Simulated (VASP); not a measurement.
# SnO2 (P4_2/mnm) in VASP: a series of runs

SnO2 is run at these levels: PBE; tasks: relaxation of cell and atoms.

Everything below comes from runs of VASP 6.6.1. Logs are shortened: lines on timing, memory, paths and dates and some standing lists are left out, and cuts for length are marked.

**1. The cell of the first run**

Symmetry: P4_2/mnm, No. 136, tetragonal system. The conventional cell has a = 4.827 Å, b = 4.827 Å, c = 3.238 Å, α = 90.00°, β = 90.00°, γ = 90.00°. Within 2.8 Å of Sn (site symmetry mmm) lie 6 O at 2.09 Å. O (site symmetry m2m) has 3 Sn at 2.09 Å and 1 O at 2.64 Å within 2.8 Å.

**2. Relaxation of cell and atoms, PBE**

The input, INCAR:

```
  PREC = Accurate
  ENCUT = 600
  EDIFF = 1E-7
  ISMEAR = 0
  SIGMA = 0.02
  LREAL = False
  LASPH = True
  NELM = 120
  ALGO = Normal
  ISIF = 3
  LWAVE = False
  LCHARG = False
  GGA = PE
  IBRION = 2
  NSW = 80
  EDIFFG = -0.015
  GGA_COMPAT = False
  NELMIN = 4
```

The input, KPOINTS:

```
regular mesh
0
Gamma
  6 6 6
```

The input, POSCAR:

```
SnO2
1.0
    0.0000000000      4.8271903401     -3.2381522501
    0.0000000000     -4.8271903401     -3.2381522501
   -4.8271903401      0.0000000000      3.2381522501
Sn O
4 8
Direct
    0.2500000000      0.7500000000      0.5000000000
    0.7500000000      0.2500000000      0.5000000000
    0.5000000000      0.5000000000      0.0000000000
    0.0000000000      0.0000000000      0.0000000000
    0.5565765233      0.7500000000      0.8065765233
    0.0565765233      0.2500000000      0.8065765233
    0.9434234767      0.7500000000      0.1934234767
    0.4434234767      0.2500000000      0.1934234767
    0.5000000000      0.1934234767      0.6934234767
    0.0000000000      0.6934234767      0.6934234767
    0.5000000000      0.8065765233      0.3065765233
    0.0000000000      0.3065765233      0.3065765233
```

Potentials or basis: VASP PAW PBE potentials, release 64 (Sn_d, O).

Run with:

```sh
cat potpaw_PBE.64/Sn_d/POTCAR potpaw_PBE.64/O/POTCAR > POTCAR
mpirun -np 1 vasp_std > vasp.out
```

OUTCAR:

```text
PREC = Accurate
   ENCUT = 600
   EDIFF = 1E-7
   ISMEAR = 0
   LREAL = False
   LASPH = True
   NELM = 120
   ISIF = 3
   GGA = PE
   IBRION = 2
   NSW = 80
   EDIFFG = -0.015
   NELMIN = 4

 ion  position               nearest neighbor table
   1  0.250  0.750  0.500-   9 2.09  10 2.09  11 2.09  12 2.09   5 2.09   7 2.09   2 3.24   2 3.24

   2  0.750  0.250  0.500-   9 2.09  10 2.09  11 2.09  12 2.09   6 2.09   8 2.09   1 3.24   1 3.24

   3  0.500  0.500  0.000-   5 2.09   6 2.09   7 2.09   8 2.09   9 2.09  11 2.09   4 3.24   4 3.24

   4  0.000  0.000  0.000-   5 2.09   6 2.09   7 2.09   8 2.09  10 2.09  12 2.09   3 3.24   3 3.24

   5  0.557  0.750  0.807-   3 2.09   4 2.09   1 2.09
   6  0.057  0.250  0.807-   3 2.09   4 2.09   2 2.09
   7  0.943  0.750  0.193-   3 2.09   4 2.09   1 2.09
   8  0.443  0.250  0.193-   3 2.09   4 2.09   2 2.09
   9  0.500  0.193  0.693-   1 2.09   2 2.09   3 2.09
  10  0.000  0.693  0.693-   1 2.09   2 2.09   4 2.09
  11  0.500  0.807  0.307-   1 2.09   2 2.09   3 2.09
  12  0.000  0.307  0.307-   1 2.09   2 2.09   4 2.09

  LATTYP: Found a body centered tetragonal cell.
 ALAT       =     6.8266780471
 C/A-ratio  =     0.9486758355

  Lattice vectors:

 A1 = (   0.0000000000,   4.8271903401,  -3.2381522501)
 A2 = (   0.0000000000,  -4.8271903401,  -3.2381522501)
 A3 = (  -4.8271903401,   0.0000000000,   3.2381522501)

Analysis of symmetry for initial positions (statically):
=====================================================================
 Subroutine PRICEL returns following result:

  LATTYP: Found a simple tetragonal cell.
 ALAT       =     4.8271903401
 C/A-ratio  =     0.6708151164

  Lattice vectors:

 A1 = (   0.0000000000,  -4.8271903401,   0.0000000000)
 A2 = (  -4.8271903401,   0.0000000000,   0.0000000000)
 A3 = (   0.0000000000,   0.0000000000,  -3.2381522501)

   2 primitive cells build up your supercell.

 Routine SETGRP: Setting up the symmetry group for a
 body centered tetragonal supercell.

 Subroutine GETGRP returns: Found 16 space group operations
 (whereof  8 operations were pure point group operations)
 out of a pool of 16 trial point group operations.

The static configuration has the point symmetry D_2h.
 The point group associated with its full space group is D_4h.

Analysis of symmetry for dynamics (positions and initial velocities):
=====================================================================
 Subroutine PRICEL returns following result:

[... 135 lines left out ...]
   ISYM   =      2    0-nonsym 1-usesym 2-fastsym
   POTIM  = 0.5000    time-step for ionic-motion
   TEBEG  =    0.0;   TEEND  =   0.0 temperature during run
   PSTRESS=    0.0 pullay stress
   NELECT =     104.0000    total number of electrons
   NUPDOWN=      -1.0000    fix difference up-down
   EMIN   =  10.00;   EMAX   =-10.00  energy-range for DOS
   EFERMI =   0.00;   METHOD = LEGACY
   ISMEAR =     0;   SIGMA  =   0.02  broadening in eV -4-tet -1-fermi 0-gaus
   EFERMI_NEDOS =   21; number of points for ismear=-14 and -15
   IALGO  =     38    algorithm
   IMIX   =      4    mixing-type and parameters
     AMIX     =   0.40;   BMIX     =  1.00
     AMIX_MAG =   1.60;   BMIX_MAG =  1.00
  volume/ion in A,a.u.               =      12.58        84.87
  Fermi-wavevector in a.u.,A,eV,Ry     =   1.446041  2.732621 28.450248  2.091034
  Thomas-Fermi vector in A             =   2.564154
   LORBIT       =      0    0 simple, 1 ext, 2 COOP (PROOUT), +10 PAW based schemes
   GGA     = PE    functional components
   LHFCALC =     F    Hartree Fock is set to
   AEXX    =    0.0000 exact exchange contribution
   IVDW    =     0    specifies the selected vdW correction
   LEPSILON=     F    determine dielectric tensor
   LRPA    =     F    only Hartree local field effects (RPA)
 conjugate gradient relaxation of ions
 non-spin polarized calculation
 Gauss-broadening in eV      SIGMA  =   0.02
  energy-cutoff  :      600.00
  volume of cell :      150.91
 maximum number of plane-waves:      5089
 NGX is ok and might be reduce to    48
   NGX = 23   NGY = 23   NGZ = 23

--------------------------------------- Ionic step        1  -------------------------------------------

 number of electron     103.9999997 magnetization

 Free energy of the ion-electron system (eV)
  ---------------------------------------------------
  ext. energy  EPLUGINS =         0.00000000
  ---------------------------------------------------
  free energy    TOTEN  =       -74.64076669 eV

  energy without entropy =      -74.64076669  energy(sigma->0) =      -74.64076669

------------------------ aborting loop because EDIFF is reached ----------------------------------------

  FORCE on cell =-STRESS in cart. coord.  units (eV):
  Direction    XX          YY          ZZ          XY          YZ          ZX
  --------------------------------------------------------------------------------------
  -------------------------------------------------------------------------------------
  Total        0.3337904      0.3337904      0.5879695      0.0000000      0.0000000      0.0000000
  in kB        3.5437932      3.5437932      6.2423670      0.0000000      0.0000000      0.0000000
  external PRESSURE =       4.4433178 kB  Pullay stress =       0.0000000 kB
[... 79 lines left out ...]
--------------------------------------- Ionic step        3  -------------------------------------------

 number of electron     103.9999998 magnetization

 Free energy of the ion-electron system (eV)
  ---------------------------------------------------
  ext. energy  EPLUGINS =         0.00000000
  ---------------------------------------------------
  free energy    TOTEN  =       -74.64130734 eV

  energy without entropy =      -74.64130734  energy(sigma->0) =      -74.64130734

 E-fermi :   5.6867     XC(G=0): -10.9647

 val. band max:        5.5052861100   @ k =   0.0000   0.0000   0.0000
 cond. band min:       6.1476935265   @ k =   0.0000   0.0000   0.0000
 fundamental gap:      0.6424074165
 Fermi energy:         5.6867349084

 k-point     1 :       0.0000    0.0000    0.0000
  band No.  band energies     occupation
      1     -15.5270      2.00000
      2     -15.3210      2.00000
      3     -15.3210      2.00000
      4     -14.9074      2.00000
      5     -14.9074      2.00000
      6     -14.8664      2.00000
[... 1549 lines left out ...]
     61      14.0482      0.00000
     62      15.0490      0.00000

 [... further k-points ...]

------------------------ aborting loop because EDIFF is reached ----------------------------------------

  FORCE on cell =-STRESS in cart. coord.  units (eV):
  Direction    XX          YY          ZZ          XY          YZ          ZX
  --------------------------------------------------------------------------------------
  -------------------------------------------------------------------------------------
  Total       -0.0145814     -0.0145814      0.0225800      0.0000000      0.0000000      0.0000000
  in kB       -0.1544527     -0.1544527      0.2391770      0.0000000      0.0000000      0.0000000
  external PRESSURE =      -0.0232428 kB  Pullay stress =       0.0000000 kB
[... 27 lines left out ...]
  FREE ENERGIE OF THE ION-ELECTRON SYSTEM (eV)
  ---------------------------------------------------
  free  energy   TOTEN  =       -74.6413073428 eV

  energy  without entropy=      -74.6413073428  energy(sigma->0) =      -74.64130734

 reached required accuracy - stopping structural energy minimisation
```

OSZICAR:

```text
N       E                     dE             d eps       ncg     rms          rms(c)
DAV:   1     0.173068659100E+04    0.17307E+04   -0.52875E+04  4254   0.285E+03
DAV:   2     0.307583921239E+03   -0.14231E+04   -0.13658E+04  3880   0.865E+02
DAV:   3    -0.540567725242E+02   -0.36164E+03   -0.35204E+03  4134   0.304E+02
[... 32 lines left out ...]
DAV:   4    -0.746412949176E+02    0.10242E-03   -0.34653E-04  5314   0.286E-01    0.129E-02
DAV:   5    -0.746413038413E+02   -0.89237E-05   -0.12234E-04  4532   0.743E-02    0.572E-03
DAV:   6    -0.746413071667E+02   -0.33254E-05   -0.48492E-06  5050   0.166E-02    0.301E-03
DAV:   7    -0.746413077741E+02   -0.60734E-06   -0.76011E-07  3696   0.665E-03    0.139E-03
DAV:   8    -0.746413072958E+02    0.47827E-06   -0.19191E-07  2498   0.764E-03    0.250E-04
DAV:   9    -0.746413073428E+02   -0.46959E-07   -0.10383E-07  2180   0.183E-03
   3 F= -.74641307E+02 E0= -.74641307E+02  d E =-.540650E-03
```

It took 30 min on 1 thread of Intel Xeon 8259CL, shared host; peak memory 0.5 GiB.

Results:

```
Free energy                           : -74.6413 eV
Relaxed volume                        : 12.60 Å³/atom
Relaxed cell                          : a = 5.817 Å, b = 5.817 Å, c = 5.817 Å, α = 108.09°, β = 108.09°, γ = 112.27°
Space group after relaxing (to 0.1 Å) : P4_2/mnm (No. 136)
Energy gained by relaxing             : 0.0 meV/atom
Ionic steps                           : 3
Pressure after relaxing               : 0.0 GPa
Band gap on the k mesh                : 0.64 eV
```

Step by step:
| step | energy change (eV) | largest force (eV/Å) | pressure (GPa) | volume (Å³) |
| --- | --- | --- | --- | --- |
| 1 | 0.0000 | 0.0162 | 0.44 | 150.91 |
| 2 | 0.0002 | 0.0190 | -0.52 | 151.67 |
| 3 | -0.0005 | 0.0000 | 0.00 | 151.26 |

Final structure:
```
Sn O
1.0
     0.00000    4.83014   -3.24164
     0.00000   -4.83014   -3.24164
    -4.83014    0.00000    3.24164
Sn O
4 8
Direct
  0.25000 0.75000 0.50000
  0.75000 0.25000 0.50000
  0.50000 0.50000 0.00000
  0.00000 0.00000 0.00000
  0.55652 0.75000 0.80652
  0.05652 0.25000 0.80652
  0.94348 0.75000 0.19348
  0.44348 0.25000 0.19348
  0.50000 0.19348 0.69348
  0.00000 0.69348 0.69348
  0.50000 0.80652 0.30652
  0.00000 0.30652 0.30652
```

Levels at points of the mesh, in eV from the valence-band top:
```tsv
k point	band 49	band 50	band 51	band 52	band 53	band 54	band 55	band 56
(0.00, 0.00, 0.00)	-0.78	-0.74	-0.74	0.00	0.64	4.32	4.32	5.67
(0.50, 0.00, 0.00)	-0.81	-0.81	-0.49	-0.49	3.98	3.98	5.58	5.58
(0.50, 0.50, 0.00)	-0.75	-0.75	-0.60	-0.60	3.86	3.86	5.82	5.82
(0.50, 0.50, 0.50)	-1.18	-1.18	-0.85	-0.85	4.25	4.25	5.56	5.56
```

Caveat: spin-orbit coupling is left out, which moves the levels of the heavy elements.

[end of part 1 of 2]
